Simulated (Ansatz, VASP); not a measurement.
## One calculation of Al, two programs

The input POSCAR:

```
Al
1.0
    2.8676155389      0.0000000000      0.0000000000
   -1.4338077694      2.4834279049      0.0000000000
    0.0000000000      0.0000000000      4.9623026648
Al
2
Direct
    0.3333333333      0.6666666667      0.2500000000
    0.6666666667      0.3333333333      0.7500000000
```

The input INCAR.step1:

```
SYSTEM = Al
  PREC = Accurate
  ENCUT = 520
  EDIFF = 1E-5
  ISMEAR = -1
  SIGMA = 0.05
  LREAL = .False.
  LASPH = .True.
  NELM = 100
  ALGO = Normal
  ISIF = 2
  LWAVE = .True.
  NBANDS = 10
  GGA = PE
```

INCAR.step2

```
SYSTEM = Al
  PREC = Accurate
  ENCUT = 520
  EDIFF = 1E-7
  ISMEAR = -1
  SIGMA = 0.05
  LREAL = .False.
  LASPH = .True.
  NELM = 100
  ALGO = Normal
  ISIF = 2
  LWAVE = .False.
  LCHARG = .True.
  GGA = PE
  LHFCALC = .True.
  HFSCREEN = 0.2079
  PRECFOCK = Normal
  LELF = .True.
  LVHAR = .True.
  NBANDS = 10
  ISTART = 1
```

KPOINTS

```
regular mesh
0
Gamma
  6 6 4
  0 0 0
```

The input input:

```
crystal:
  lattice:
    - [2.8676155389, 0.0, 0.0]
    - [-1.4338077694, 2.4834279049, 0.0]
    - [0.0, 0.0, 4.9623026648]
  atoms:
    - { symbol: Al, position: [0.3333333333, 0.6666666667, 0.25] }
    - { symbol: Al, position: [0.6666666667, 0.3333333333, 0.75] }
hamiltonian:
  xc: hse06
  pseudopotentials: { kind: paw }
kpoints:
  mp_grid: { grid: [6, 6, 4] }
scf:
  occupations: { method: fermi_dirac, width: 0.05 }
output:
  forces: true
  stress: true
  eigenvalues: true
```

Alike in both runs: task single point; functional HSE06; k mesh 6 × 6 × 4; occupations fermi-dirac, width 0.05 eV; no spin polarisation.

```csv
,VASP,Ansatz
version,VASP 6.6.1,Ansatz 0.2.0
potentials or method,"VASP PAW PBE potentials, release 64 (Al)",Ansatz PAW
plane-wave cutoff (eV),520,420
valence electrons in the cell,6,6
```

```tsv
	VASP	Ansatz	Ansatz less VASP
gap on the k mesh at the Fermi level (eV)	none	none	-
pressure (GPa)	-3.9	-3.9	-0.07
traceless stress, the component that is largest in VASP (GPa)	-1.42	-1.43	-0.015
```

A gap of «none» marks a metal or a gap that the smearing closes.

The k mesh is coarse, so the values compare programs but aren't converged.
